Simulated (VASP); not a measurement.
# SbSe5: relaxation of cell and atoms with PBE

SbSe5:

```xyz
6
Lattice="3.1649 1.8273 5.4153 -3.1649 1.8273 5.4153 0.0000 -3.6545 5.4153" Properties=species:S:1:pos:R:3 pbc="T T T"
Sb    0.0000    0.0000    8.1230
Se    0.0000    1.8273    5.4153
Se   -1.5825   -0.9136    5.4153
Se    1.5825   -0.9136    5.4153
Se    0.0000    0.0000    3.2464
Se    0.0000    0.0000   12.9996
```

| Quantity | Value |
| --- | --- |
| Program | VASP 6.6.1 |
| Task | relaxation of cell and atoms |
| Functional | PBE |
| Potentials or basis | VASP PAW PBE potentials, release 64 (Sb, Se) |
| Cutoff | 600 eV |
| k mesh | 3 × 3 × 3 |
| Occupations | gaussian, width 0.2 eV |
| Spin | no spin polarisation |
| Dipole correction | no |
| Further INCAR settings | ALGO = Normal; EDIFF = 1e-07; IBRION = 2; EDIFFG = -0.08; NSW = 36; ISIF = 3 |

```
Relaxed volume                         : 29.75 Å³/atom
Relaxed cell                           : a = 5.671 Å, b = 5.671 Å, c = 5.671 Å, α = 82.83°, β = 82.83°, γ = 82.83°
Space group after relaxing (to 0.05 Å) : R-3m (No. 166)
Energy gained by relaxing              : 421.9 meV/atom
Ionic steps                            : 21
Pressure after relaxing                : -0.4 GPa
Largest force after relaxing           : 0.011 eV/Å
```

Forces in eV/Å, atoms in the order of the input:
```
Sb   0.000  0.000  0.000
Se   0.000  0.000  0.000
Se   0.000  0.000  0.000
Se   0.000  0.000  0.000
Se   0.000  0.000 -0.011
Se   0.000  0.000  0.011
```

The path:
```
step  energy change (eV)  largest force (eV/Å)  pressure (GPa)  volume (Å³)
   1              0.0000                1.3887           -6.18       187.90
   2             -0.8021                0.5111            2.78       156.73
   3             -0.8368                0.0342            0.70       161.23
   4             -0.9052                0.2146            0.81       162.67
   5             -1.0040                0.4666            1.16       165.04
   6             -1.4342                0.5011            1.86       168.82
   7             -2.3703                0.7471            2.57       172.06
   8              1.5808                6.7527           17.11       157.53
   9             -2.4089                0.9400            2.96       171.85
  10             -2.4682                0.6905            1.66       175.88
  11             -2.4838                0.3745            0.15       181.32
  12             -2.4861                0.4510            0.50       179.97
  13             -2.4955                0.4152            0.41       179.83
  14             -2.5150                0.3000            0.17       179.37
  15             -2.5097                0.0536           -0.20       178.28
  16             -2.5205                0.1992            0.00       178.96
  17             -2.5226                0.1732           -0.07       178.97
  18             -2.5273                0.0972           -0.26       179.03
  19             -2.5287                0.0478           -0.64       179.12
  20             -2.5294                0.0022           -0.51       179.09
  21             -2.5311                0.0112           -0.40       178.48
```

Final structure:
```yaml
crystal:
  lattice:
    - [3.75185, 2.16613, 3.66018]
    - [-3.75185, 2.16613, 3.66018]
    - [0.00000, -4.33227, 3.66018]
  atoms:
    - { symbol: Sb, position: [0.50000, 0.50000, 0.50000] }
    - { symbol: Se, position: [0.50000, 0.50000, 0.00000] }
    - { symbol: Se, position: [0.00000, 0.50000, 0.50000] }
    - { symbol: Se, position: [0.50000, 0.00000, 0.50000] }
    - { symbol: Se, position: [0.19632, 0.19632, 0.19632] }
    - { symbol: Se, position: [0.80368, 0.80368, 0.80368] }
```

Levels at points of the mesh, in eV from the Fermi level:
```tsv
k point	band 16	band 17	band 18	band 19	band 20	band 21
(0.00, 0.00, 0.00)	-1.13	-1.13	-0.54	2.81	2.81	2.82
```

It took 7.1 min on 1 thread of Intel(R) Xeon(R) 6975P-C (Granite Rapids), with other jobs on the host, peak memory 0.42 GiB.

Caveat: the k points lie up to 0.37 Å⁻¹ apart in the final cell; spin-orbit coupling is left out, which moves the levels of the heavy elements; the relaxation stopped at a loose force limit of 0.08 eV/Å, so its end isn't a converged minimum.
